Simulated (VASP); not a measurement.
# Sn (P6_3/mmc) in VASP: single point with PBE

Aim: the single point of Sn with PBE.

All numbers are computed with VASP 6.6.1; they aren't measurements. Logs are shortened: lines on timing, memory, paths and dates and some standing lists are left out, and cuts for length are marked.

## (1) The cell of the first run

The structure is hexagonal, space group P6_3/mmc (No. 194). Conventional cell: a = 2.604 Å, b = 2.604 Å, c = 8.555 Å, α = 90.00°, β = 90.00°, γ = 120.00°. Sn (site symmetry -3m) has 12 Sn at 2.60 to 2.61 Å within 3.4 Å. Sn (site symmetry -6m2) has 12 Sn at 2.60 to 2.61 Å within 3.4 Å.

This isn't the form of Sn at room conditions, which is tetragonal (white tin).

## (2) Single point, PBE (12.56 Å³/atom)

Input file POSCAR:

```
Sn
1.0
    2.6042342145      0.0000000000      0.0000000000
   -1.3021171073      2.2553329871      0.0000000000
    0.0000000000      0.0000000000      8.5547639478
Sn
4
Direct
    0.0000000000      0.0000000000      0.0000000000
    0.0000000000      0.0000000000      0.5000000000
    0.3333333333      0.6666666667      0.2500000000
    0.6666666667      0.3333333333      0.7500000000
```

Input file INCAR.step1:

```
PREC = Accurate
ENCUT = 520
EDIFF = 1E-6
ISMEAR = -1
SIGMA = 0.1
LREAL = False
LASPH = True
NELM = 100
ALGO = Normal
ISIF = 2
LWAVE = False
LCHARG = True
GGA = PE
NBANDS = 36
```

Input file KPOINTS.step1:

```
Automatic mesh
0
Gamma
  12 12 3
```

Input file INCAR.step2:

```
PREC = Accurate
ENCUT = 520
EDIFF = 1E-6
ISMEAR = -5
SIGMA = 0.1
LREAL = False
LASPH = True
NELM = 100
ALGO = Normal
ISIF = 2
LWAVE = False
LCHARG = False
GGA = PE
LORBIT = 11
NBANDS = 36
NEDOS = 2001
ICHARG = 11
```

Input file KPOINTS.step2:

```
Automatic mesh
0
Gamma
  18 18 5
```

Potentials or basis: VASP PAW PBE potentials, release 64 (Sn_d).

On the command line:

```bash
$ cat potpaw_PBE.64/Sn_d/POTCAR > POTCAR
$ cp INCAR.step1 INCAR
$ cp KPOINTS.step1 KPOINTS
$ mpirun -np 1 vasp_std > vasp.out
$ cp INCAR.step2 INCAR
$ cp KPOINTS.step2 KPOINTS
$ mpirun -np 1 vasp_std > vasp.out
```

OUTCAR:

```text
PREC = Accurate
   ENCUT = 520
   EDIFF = 1E-6
   ISMEAR = -5
   LREAL = False
   LASPH = True
   NELM = 100
   ISIF = 2
   GGA = PE
   LORBIT = 11
   ICHARG = 11

 ion  position               nearest neighbor table
   1  0.000  0.000  0.000-   3 2.61   4 2.61   3 2.61   4 2.61   4 2.61   3 2.61   4 3.69   3 3.69
                             3 3.69   4 3.69   3 3.69   4 3.69
   2  0.000  0.000  0.500-   3 2.61   4 2.61   3 2.61   4 2.61   4 2.61   3 2.61   4 3.69   3 3.69
                             3 3.69   4 3.69   3 3.69   4 3.69
   3  0.333  0.667  0.250-   1 2.61   2 2.61   1 2.61   2 2.61   1 2.61   2 2.61   1 3.69   2 3.69
                             1 3.69   2 3.69   1 3.69   2 3.69
   4  0.667  0.333  0.750-   1 2.61   2 2.61   1 2.61   2 2.61   1 2.61   2 2.61   1 3.69   2 3.69
                             1 3.69   2 3.69   1 3.69   2 3.69

  LATTYP: Found a hexagonal cell.
 ALAT       =     2.6042342145
 C/A-ratio  =     3.2849441499

  Lattice vectors:

 A1 = (   2.6042342145,   0.0000000000,   0.0000000000)
 A2 = (  -1.3021171073,   2.2553329871,   0.0000000000)
 A3 = (   0.0000000000,   0.0000000000,   8.5547639478)

Analysis of symmetry for initial positions (statically):
=====================================================================
 Subroutine PRICEL returns:
 Original cell was already a primitive cell.

 Routine SETGRP: Setting up the symmetry group for a
 hexagonal supercell.

 Subroutine GETGRP returns: Found 24 space group operations
 (whereof 12 operations were pure point group operations)
 out of a pool of 24 trial point group operations.

The static configuration has the point symmetry D_3d.
 The point group associated with its full space group is D_6h.

Analysis of symmetry for dynamics (positions and initial velocities):
=====================================================================
 Subroutine PRICEL returns:
 Original cell was already a primitive cell.

 Routine SETGRP: Setting up the symmetry group for a
 hexagonal supercell.

 Subroutine GETGRP returns: Found 24 space group operations
 (whereof 12 operations were pure point group operations)
 out of a pool of 24 trial point group operations.

The dynamic configuration has the point symmetry D_3d.
 The point group associated with its full space group is D_6h.

 Subroutine INISYM returns: Found 24 space group operations
 (whereof 12 operations are pure point group operations),
 and found     1 'primitive' translations

----------------------------------------------------------------------------------------

                                     Primitive cell

  volume of cell :      50.2457

  direct lattice vectors                    reciprocal lattice vectors
     2.604234214  0.000000000  0.000000000     0.383990040  0.221696753  0.000000000
    -1.302117107  2.255332987  0.000000000     0.000000000  0.443393506  0.000000000
     0.000000000  0.000000000  8.554763948     0.000000000  0.000000000  0.116893933

  length of vectors
     2.604234214  2.604234214  8.554763948     0.443393506  0.443393506  0.116893933

  position of ions in fractional coordinates (direct lattice)
     0.000000000  0.000000000  0.000000000
     0.000000000  0.000000000  0.500000000
     0.333333333  0.666666667  0.250000000
     0.666666667  0.333333333  0.750000000

  ion indices of the primitive-cell ions
   primitive index   ion index
                 1           1
                 2           2
                 3           3
                 4           4

----------------------------------------------------------------------------------------

 KPOINTS: Automatic mesh

Automatic generation of k-mesh.
 Grid dimensions read from file:
 generate k-points for:   18   18    5

 Generating k-lattice:

  Cartesian coordinates                     Fractional coordinates (reciprocal lattice)
     0.021332780  0.012316486  0.000000000     0.055555556 -0.000000000  0.000000000
     0.000000000  0.024632973  0.000000000     0.000000000  0.055555556  0.000000000
     0.000000000  0.000000000  0.023378787     0.000000000  0.000000000  0.200000000

  Length of vectors
     0.024632973  0.024632973  0.023378787

  Shift w.r.t. Gamma in fractional coordinates (k-lattice)
     0.000000000  0.000000000  0.000000000

 TETIRR: Found   1487 inequivalent tetrahedra from     9720

 Subroutine IBZKPT returns following result:
 ===========================================

 Found    111 irreducible k-points:

 Following reciprocal coordinates:
            Coordinates               Weight
  0.000000  0.000000  0.000000      1.000000
  0.055556 -0.000000  0.000000      6.000000
  0.111111 -0.000000  0.000000      6.000000
  0.166667 -0.000000  0.000000      6.000000
  0.222222 -0.000000  0.000000      6.000000
  0.277778 -0.000000  0.000000      6.000000
[... 16 lines left out ...]
  0.333333  0.111111  0.000000     12.000000
  0.388889  0.111111  0.000000     12.000000
 [... further k-points ...]
   k-points           NKPTS =    111   k-points in BZ     NKDIM =    111   number of bands    NBANDS=     36
   number of dos      NEDOS =   2001   number of ions     NIONS =      4
   total plane-waves  NPLWV =  25600
   dimension x,y,z NGX =    20 NGY =   20 NGZ =   64
   dimension x,y,z NGXF=    40 NGYF=   40 NGZF=  128
   ions per type =               4
   NGX,Y,Z   is equivalent  to a cutoff of  12.77, 12.77, 12.44 a.u.
   NGXF,Y,Z  is equivalent  to a cutoff of  25.53, 25.53, 24.87 a.u.
 SYSTEM =  unknown system
   PREC   = accura    normal or accurate (medium, high low for compatibility)
   ISTART =      0    job   : 0-new  1-cont  2-samecut
   ICHARG =     11    charge: 1-file 2-atom 10-const
   ISPIN  =      1    spin polarized calculation?
   LNONCOLLINEAR =      F non collinear calculations
   LSORBIT =      F    spin-orbit coupling
   LASPH  =      T    aspherical Exc in radial PAW
   ENCUT  =  520.0 eV  38.22 Ry    6.18 a.u.   4.84  4.84 15.91*2*pi/ulx,y,z
   NELM   =    100;   NELMIN=  2; NELMDL=  0     # of ELM steps
   EDIFF  = 0.1E-05   stopping-criterion for ELM
   LREAL  =      F    real-space projection
   EDIFFG = 0.1E-04   stopping-criterion for IOM
   NSW    =      0    number of steps for IOM
   IBRION =     -1    ionic relax: 0-MD 1-quasi-New 2-CG
   NFREE  =      0    steps in history (QN), initial steepest desc. (CG)
   ISIF   =      2    stress and relaxation
   ISYM   =      2    0-nonsym 1-usesym 2-fastsym
   POTIM  = 0.5000    time-step for ionic-motion
   TEBEG  =    0.0;   TEEND  =   0.0 temperature during run
   PSTRESS=    0.0 pullay stress
   NELECT =      56.0000    total number of electrons
   NUPDOWN=      -1.0000    fix difference up-down
   EMIN   =  10.00;   EMAX   =-10.00  energy-range for DOS
   EFERMI =   0.00;   METHOD = LEGACY
   ISMEAR =    -5;   SIGMA  =   0.10  broadening in eV -4-tet -1-fermi 0-gaus
   EFERMI_NEDOS =   21; number of points for ismear=-14 and -15
   IALGO  =     38    algorithm
   IMIX   =      4    mixing-type and parameters
     AMIX     =   0.40;   BMIX     =  1.00
     AMIX_MAG =   1.60;   BMIX_MAG =  1.00
  volume/ion in A,a.u.               =      12.56        84.77
  Fermi-wavevector in a.u.,A,eV,Ry     =   1.697349  3.207525 39.198318  2.880995
  Thomas-Fermi vector in A             =   2.778047
   LORBIT       =     11    0 simple, 1 ext, 2 COOP (PROOUT), +10 PAW based schemes
   GGA     = PE    functional components
   LHFCALC =     F    Hartree Fock is set to
   AEXX    =    0.0000 exact exchange contribution
   IVDW    =     0    specifies the selected vdW correction
   LEPSILON=     F    determine dielectric tensor
   LRPA    =     F    only Hartree local field effects (RPA)
 non-spin polarized calculation
 Fermi weights with tetrahedron method with Bloechl corrections
  energy-cutoff  :      520.00
  volume of cell :       50.25
 maximum number of plane-waves:      1383
 NGX is ok and might be reduce to    20

 number of electron      56.0000030 magnetization

 Free energy of the ion-electron system (eV)
  ---------------------------------------------------
  ext. energy  EPLUGINS =         0.00000000
  ---------------------------------------------------
  free energy    TOTEN  =         7.50053980 eV

  energy without entropy =        7.50053980  energy(sigma->0) =        7.50053980

 E-fermi :  22.4951     XC(G=0): -14.5694

 val. band max:       22.8169495248   @ k =   0.3333   0.3333   0.0000
 cond. band min:      22.0650690806   @ k =   0.2222   0.2222   0.0000
 fundamental gap:     -0.7518804442
 Fermi energy:        22.4950903365

 k-point     1 :       0.0000    0.0000    0.0000
  band No.  band energies     occupation
      1      -2.0265      2.00000
      2      -1.7257      2.00000
      3      -1.7219      2.00000
      4      -1.5082      2.00000
      5      -1.4873      2.00000
      6      -1.4873      2.00000
[... 28 lines left out ...]
     35      34.6974      0.00000
     36      34.8087      0.00000

 k-point     2 :       0.0556   -0.0000    0.0000
  band No.  band energies     occupation
      1      -1.9982      2.00000
      2      -1.7205      2.00000
      3      -1.7030      2.00000
      4      -1.5019      2.00000
      5      -1.4991      2.00000
      6      -1.4757      2.00000
[... 28 lines left out ...]
     35      34.2690      0.00000
     36      34.3282      0.00000

 k-point     3 :       0.1111   -0.0000    0.0000
  band No.  band energies     occupation
      1      -1.9334      2.00000
      2      -1.7247      2.00000
      3      -1.6728      2.00000
      4      -1.5183      2.00000
      5      -1.5078      2.00000
      6      -1.4890      2.00000
[... 28 lines left out ...]
     35      33.3138      0.00000
     36      33.3336      0.00000

 k-point     4 :       0.1667   -0.0000    0.0000
  band No.  band energies     occupation
      1      -1.9169      2.00000
      2      -1.7473      2.00000
      3      -1.6994      2.00000
      4      -1.5185      2.00000
      5      -1.5171      2.00000
      6      -1.4769      2.00000
[... 28 lines left out ...]
     35      32.1835      0.00000
     36      32.1920      0.00000

 k-point     5 :       0.2222   -0.0000    0.0000
  band No.  band energies     occupation
      1      -2.0007      2.00000
      2      -1.8022      2.00000
      3      -1.7755      2.00000
      4      -1.5816      2.00000
      5      -1.5723      2.00000
      6      -1.3771      2.00000
[... 655 lines left out ...]
 k-point    22 :       0.2778    0.1111    0.0000
  band No.  band energies     occupation
      1      -2.1088      2.00000
      2      -1.9261      2.00000
      3      -1.9045      2.00000
      4      -1.7966      2.00000
      5      -1.6980      2.00000
      6      -1.4687      2.00000
[... 28 lines left out ...]
     35      28.2829      0.00000
     36      30.8712      0.00000

 k-point    23 :       0.3333    0.1111    0.0000
  band No.  band energies     occupation
      1      -2.1973      2.00000
      2      -2.0448      2.00000
      3      -1.9570      2.00000
      4      -1.8524      2.00000
      5      -1.7778      2.00000
      6      -1.5370      2.00000
[... 28 lines left out ...]
     35      28.5142      0.00000
     36      30.4126      0.00000

 k-point    24 :       0.3889    0.1111    0.0000
  band No.  band energies     occupation
      1      -2.2545      2.00000
      2      -2.1268      2.00000
      3      -1.9865      2.00000
      4      -1.8800      2.00000
      5      -1.8409      2.00000
      6      -1.5978      2.00000
[... 28 lines left out ...]
     35      29.1997      0.00000
     36      30.1312      0.00000

 [... further k-points ...]
[... 5 lines left out ...]
  --------------------------------------------------------------------------------------
  -------------------------------------------------------------------------------------
  Total       80.4569525     80.4569525     78.4827184     -0.0000000     -0.0000000      0.0000000
  in kB     2565.5200790   2565.5200788   2502.5679400     -0.0000001     -0.0000000      0.0000000
  external PRESSURE =    2544.5360326 kB  Pullay stress =       0.0000000 kB

 VOLUME and BASIS-vectors are now :
 -----------------------------------------------------------------------------
  energy-cutoff  :      520.00
  volume of cell :       50.25
      direct lattice vectors                 reciprocal lattice vectors
     2.604234214  0.000000000  0.000000000     0.383990040  0.221696753  0.000000000
    -1.302117107  2.255332987  0.000000000     0.000000000  0.443393506  0.000000000
     0.000000000  0.000000000  8.554763948     0.000000000  0.000000000  0.116893933

 POSITION                                       TOTAL-FORCE (eV/Angst)
 -----------------------------------------------------------------------------------
      0.00000      0.00000      0.00000         0.000000      0.000000      0.000000
      0.00000      0.00000      4.27738         0.000000      0.000000      0.000000
     -0.00000      1.50356      2.13869        -0.000000      0.000000      0.000000
      1.30212      0.75178      6.41607         0.000000     -0.000000      0.000000
 -----------------------------------------------------------------------------------
    total drift:                                0.000000     -0.000000     -0.000000

  FREE ENERGIE OF THE ION-ELECTRON SYSTEM (eV)
  ---------------------------------------------------
  free  energy   TOTEN  =         7.5005397986 eV

  energy  without entropy=        7.5005397986  energy(sigma->0) =        7.50053980

 total charge

# of ion       s       p       d       tot
------------------------------------------
    1        1.334   1.845  10.404  13.584
    2        1.334   1.845  10.404  13.584
    3        1.362   1.761  10.451  13.575
    4        1.362   1.761  10.451  13.575
--------------------------------------------------
tot          5.394   7.213  41.711  54.318
```

Run time: 4.4 min. Hardware: 1 thread of Intel Xeon 8259CL, shared host; peak memory 0.26 GiB.

Results:

* Valence electrons inside the program's atomic spheres: Sn 13.58, 13.57 (each value once)

Caveat: spin-orbit coupling is left out, which moves the levels of the heavy elements; tetrahedron occupations give inexact forces and stress in metals.
